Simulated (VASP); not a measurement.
**InAs: single point with PBE-based screened hybrid with 40 % exact exchange**

InAs:

```
In As
1.0
     4.73122    0.00000    0.00000
    -2.36561    4.09736    0.00000
     0.00000    0.00000    2.91089
In As
1 1
Cartesian
  0.0000 0.0000 0.0000
  2.3656 1.3658 0.0000
```

```
Program             : VASP 6.6.1
Task                : single point
Functional          : PBE-based screened hybrid with 40 % exact exchange
Potentials or basis : VASP PAW PBE potentials, release 64 (In_d, As)
Cutoff              : 520 eV
k mesh              : 4 × 4 × 5
Occupations         : fermi-dirac, width 0.05 eV
Spin                : no spin polarisation
```

```yaml
Pressure: -0.9 GPa
Band_gap_on_the_k_mesh: zero (bands 9 and 10 overlap by 1.87 eV)
```

Stress tensor (GPa, compression positive):
```
 0.93  0.00  0.00
 0.00  0.93  0.00
 0.00  0.00 -4.45
```

Levels at points of the mesh, in eV from the Fermi level:
```
           k point  band 5  band 6  band 7  band 8  band 9  band 10  band 11  band 12  band 13  band 14
(0.00, 0.00, 0.00)  -17.43  -14.93   -4.68   -3.45   -3.45     2.57     2.57     5.09     5.96    10.47
(0.50, 0.00, 0.00)  -17.43  -14.09   -8.75   -4.50   -1.10     5.22     5.50     6.87     7.99     9.80
(0.50, 0.50, 0.00)  -17.43  -14.09   -8.75   -4.50   -1.10     5.22     5.50     6.87     7.99     9.80
```

Run time: 53 min on 1 thread of Oxide Virtual Turin-like Processor, with other jobs on the host, peak memory 0.27 GiB.

Caveat: the k points lie up to 0.43 Å⁻¹ apart, too coarse for converged energies and pressures of a metal; the PAW data sets were made with another functional, which shifts forces and pressure a little; spin-orbit coupling is left out, which moves the levels of the heavy elements.
